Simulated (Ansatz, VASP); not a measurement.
# CaSe: VASP beside Ansatz

File POSCAR:

```
CaSe
1.0
    0.0000000000      3.2303679506      3.2303679506
    3.2303679506      0.0000000000      3.2303679506
    3.2303679506      3.2303679506      0.0000000000
Ca Se
1 1
Direct
    0.0000000000      0.0000000000      0.0000000000
    0.2500000000      0.2500000000      0.2500000000
```

The input INCAR.step1:

```
SYSTEM = CaSe
  PREC = Accurate
  ENCUT = 520
  ISMEAR = 0
  SIGMA = 0.01
  LREAL = .False.
  LASPH = .True.
  NELM = 60
  NBANDS = 15
  GGA = PE
  ALGO = Normal
  EDIFF = 1E-4
  LWAVE = .True.
  LCHARG = .False.
```

Contents of INCAR.step2:

```
SYSTEM = CaSe
  PREC = Accurate
  ENCUT = 520
  EDIFF = 1E-6
  ISMEAR = 0
  SIGMA = 0.01
  LREAL = .False.
  LASPH = .True.
  NELM = 60
  ALGO = Normal
  ISIF = 2
  LWAVE = .False.
  LCHARG = .False.
  METAGGA = R2SCAN
  LMIXTAU = .True.
  NBANDS = 15
  ISTART = 1
```

Contents of KPOINTS:

```
regular mesh
0
Gamma
  6 6 6
  0 0 0
```

Input for Ansatz:

```yaml
crystal:
  lattice:
    - [0.0, 3.2303679506, 3.2303679506]
    - [3.2303679506, 0.0, 3.2303679506]
    - [3.2303679506, 3.2303679506, 0.0]
  atoms:
    - { symbol: Ca, position: [0.0, 0.0, 0.0] }
    - { symbol: Se, position: [0.25, 0.25, 0.25] }
kpoints:
  mp_grid: { grid: [6, 6, 6] }
  band_path:
    path:
      - [0.0, 0.0, 0.0]
      - [-0.5, -0.5, 0.0]
      - [-0.375, -0.375, 0.25]
      - [-0.375, 0.0, 0.375]
      - [0.0, 0.0, 0.5]
      - [-0.5, -0.25, 0.25]
      - [0.0, 0.291667, -0.291667]
    npoints: 1
hamiltonian:
  xc: r2scan
scf:
  occupations: { method: fixed }
  n_extra_bands: 4
output:
  forces: true
  stress: true
  eigenvalues: true
```

Change from the starting cell: hydrostatic strain -1.5%.

Alike in both runs: task single point; functional r2SCAN; k mesh 6 × 6 × 6; no spin polarisation.

```csv
,VASP,Ansatz
version,VASP 6.6.1,Ansatz 0.2.0
potentials or method,"VASP PAW PBE potentials, release 64 (Ca_sv, Se)","plane waves, PAW"
plane-wave cutoff (eV),520,500
occupations,"gaussian, width 0.01 eV",fixed
valence electrons in the cell,16,26
```

Ansatz gave:

```
gap on the k mesh at the Fermi level (eV) : 3.85
pressure (GPa)                            : 1.7
```

What did VASP give for the same quantities?

gap on the k mesh at the Fermi level (eV): 3.84; pressure (GPa): 2.0.

VASP's potentials were made for PBE, not for r2SCAN. VASP's potentials hold 16 valence electrons a cell and Ansatz's 26, so a difference there can come from the potentials and not from the codes.
